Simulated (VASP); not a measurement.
Write the native input for VASP 6.6.1 that does the following.

```
Task                   : single point
Functional             : PBE
Potentials or basis    : VASP PAW PBE potentials, release 64 (Sb, Mn_pv)
Cutoff                 : 520 eV
k mesh                 : 8 × 8 × 5
Occupations            : fermi-dirac, width 0.05 eV
Spin                   : collinear spin, antiferromagnetic start
Starting moments       : [0.0, 0.0, 2.25, -2.25] μB
Dipole correction      : no
Further INCAR settings : ALGO = Normal; EDIFF = 1e-06; NBANDS = 30
```

The structure of MnSb lies in POSCAR:

```
MnSb
1.0
    4.1400020900      0.0000000000      0.0000000000
   -2.0700010500      3.5853469800      0.0000000000
    0.0000000000      0.0000000000      5.7900000000
Sb Mn
2 2
Direct
    0.3333333300      0.6666666700      0.2500000000
    0.6666666700      0.3333333300      0.7500000000
    0.0000000000      0.0000000000      0.0000000000
    0.0000000000      0.0000000000      0.5000000000
```

These files were run (other wordings do the same):

INCAR

```
SYSTEM = MnSb
PREC = Accurate ; ENCUT = 520
EDIFF = 1E-6 ; ISMEAR = -1
SIGMA = 0.05 ; LREAL = .False.
LASPH = .True. ; NELM = 150
ALGO = Normal ; ISIF = 2
LWAVE = .False. ; LCHARG = .False.
ISPIN = 2 ; MAGMOM = 0 0 2.25 -2.25
LORBIT = 11 ; LMAXMIX = 4
GGA = PE ; NBANDS = 30
```

KPOINTS

```
regular mesh
0
Gamma
  8 8 5
  0 0 0
```

Potentials or basis: VASP PAW PBE potentials, release 64 (Sb, Mn_pv).

Command:

```console
$ cat potpaw_PBE.64/Sb/POTCAR potpaw_PBE.64/Mn_pv/POTCAR > POTCAR
$ mpirun -np 1 vasp_std > vasp.out
```

It gave:

```json
{
 "Pressure": "-3.6 GPa",
 "Band gap on the k mesh": "zero (filled and empty bands overlap)",
 "Net moment": "0.00 μB per cell",
 "Site moments": "Sb +0.00; Mn +3.33, -3.33 μB",
 "Valence electrons inside the program's atomic spheres": "Sb 2.44; Mn 11.52"
}
```

Caveat: the cell stands under tension; the antiferromagnetic order is the one typed at the start, and another may lie lower; spin-orbit coupling is left out, which moves the levels of the heavy elements.

It took 2.3 min on 1 thread of Intel(R) Xeon(R) Platinum 8375C CPU @ 2.90GHz (Ice Lake) (shared host), peak memory 0.31 GiB.
